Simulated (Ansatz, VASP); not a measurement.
**Ag in VASP and in Ansatz**

```
Ag
1.0
     0.00000    2.07359    2.07359
     2.07359    0.00000    2.07359
     2.07359    2.07359    0.00000
Ag
1
Direct
  0.00000 0.00000 0.00000
```

Alike in both runs: task relaxation of cell and atoms; functional LDA; k mesh 18 × 18 × 18; occupations gaussian, width 0.1 eV; no spin polarisation.

|  | VASP | Ansatz |
| --- | --- | --- |
| version | VASP 6.6.1 | Ansatz 0.2.0 |
| potentials or method | VASP PAW LDA potentials, release 64 (Ag), cutoff 600 eV | scalar-relativistic, plane waves, PAW |
| valence electrons in the cell | 11 | 19 |

VASP gave:

| Item | Value |
| --- | --- |
| gap on the k mesh at the Fermi level, each at its own relaxed structure (eV) | none |
| relaxed volume (Å³/atom) | 16.04 |
| relaxed cell length with the largest relative difference (Å) | 2.831 |

Question: Estimate Ansatz's values.

Answer: gap on the k mesh at the Fermi level, each at its own relaxed structure (eV): none; relaxed volume (Å³/atom): 16.03; relaxed cell length with the largest relative difference (Å): 2.830.

LDA's correlation is that of Perdew and Zunger in VASP and of Perdew and Wang (1992) in Ansatz. A gap of «none» marks a metal or a gap that the smearing closes. VASP's potentials hold 11 valence electrons a cell and Ansatz's 19, so a difference there can come from the potentials and not from the codes.
